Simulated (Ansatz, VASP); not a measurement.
One calculation of C, two programs

```
C
1.0
     1.20540    0.69594   11.15000
    -1.20540    0.69594   11.15000
     0.00000   -1.39188   11.15000
C
4
Direct
  0.05000 0.05000 0.05000
  0.95000 0.95000 0.95000
  0.28300 0.28300 0.28300
  0.71700 0.71700 0.71700
```

Change from the starting cell: equal xx and yy strain of -2 %.

Alike in both runs: task single point; functional PBEsol; k mesh 15 × 15 × 15; occupations fermi-dirac, width 0.08 eV; no spin polarisation.

```csv
,VASP,Ansatz
version,VASP 6.6.1,Ansatz 0.2.0
potentials or method,"VASP PAW PBE potentials, release 64 (C), cutoff 520 eV","all-electron LAPW, scalar-relativistic"
```

|  | VASP | Ansatz | Ansatz less VASP |
| --- | --- | --- | --- |
| pressure (GPa) | 11.4 | 10.9 | -0.47 |
| traceless stress, the component that is largest in VASP (GPa) | -11.13 | -10.60 | +0.530 |
| rms of the force components (eV/Å) | 0.101 | 0.102 | +0.0006 |

VASP's potentials were made for PBE, not for PBEsol. Atom by atom the forces differ by 0.001 eV/Å (rms over components). Ansatz ran all-electron here, and VASP with PAW potentials.
